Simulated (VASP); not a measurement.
**HgTe: single point with LDA**

The system is HgTe.

```xyz
2
Lattice="0.0000 2.9019 2.9019 2.9019 0.0000 2.9019 2.9019 2.9019 0.0000" Properties=species:S:1:pos:R:3 pbc="T T T"
Hg    0.0000    0.0000    0.0000
Te    2.9019    2.9019    2.9019
```

This cell differs from its parent crystal: volume scaled by 0.98.

```yaml
Program: VASP 6.6.1
Task: single point
Functional: LDA
Potentials_or_basis: VASP PAW LDA potentials, release 64 (Hg, Te)
Cutoff: 500 eV
k_mesh: 10 × 10 × 10
Occupations: fermi-dirac, width 0.08 eV
Spin: no spin polarisation
```

```
Pressure               : 6.3 GPa
Band gap on the k mesh : zero (band 9 reaches 6.51 eV, above the bottom of band 10 at 3.13 eV)
```

Levels at points of the mesh, in eV from the Fermi level:
```csv
k point,band 6,band 7,band 8,band 9,band 10,band 11,band 12,band 13
"(0.00, 0.00, 0.00)",-7.29,-0.94,-0.94,-0.94,-0.36,7.73,7.73,7.73
"(0.50, 0.00, 0.00)",-7.04,-6.17,0.46,0.46,2.36,3.68,3.68,4.42
"(0.50, 0.50, 0.00)",-6.04,-5.35,-3.02,-2.92,-2.92,4.60,9.92,9.92
```

Run time: 36 s on 1 thread of Intel(R) Xeon(R) Platinum 8375C CPU @ 2.90GHz (Ice Lake) (shared host), peak memory 0.16 GiB.

Caveat: spin-orbit coupling is left out, which moves the levels of the heavy elements.
